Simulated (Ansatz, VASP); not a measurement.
# One calculation of SnO2, two programs

```
CELL_PARAMETERS angstrom
1.62793 0.98613 4.81305
-1.60426 0.98222 4.80584
0.00845 -1.82433 4.78144
ATOMIC_POSITIONS crystal
Sn 0.50000 0.50000 0.50000
O 0.21074 0.19550 0.28423
O 0.78926 0.80450 0.71577
```

Alike in both runs: task single point; functional PBE; k mesh 12 × 12 × 12; occupations gaussian, width 0.02 eV; no spin polarisation.

```csv
,VASP,Ansatz
version,VASP 6.6.1,Ansatz 0.2.0
potentials or method,"VASP PAW PBE potentials, release 64 (Sn_d, O), cutoff 520 eV","scalar-relativistic, plane waves, PAW"
valence electrons in the cell,26,26
```

```csv
,VASP,Ansatz,Ansatz less VASP
gap on the k mesh at the Fermi level (eV),1.83,1.84,+0.018
least direct gap on the mesh (eV),2.38,2.39,+0.010
pressure (GPa),10.7,10.1,-0.57
"traceless stress, the component that is largest in VASP (GPa)",12.98,12.82,-0.166
rms of the force components (eV/Å),1.285,1.259,-0.0254
```

Atom by atom the forces differ by 0.028 eV/Å (rms over components).
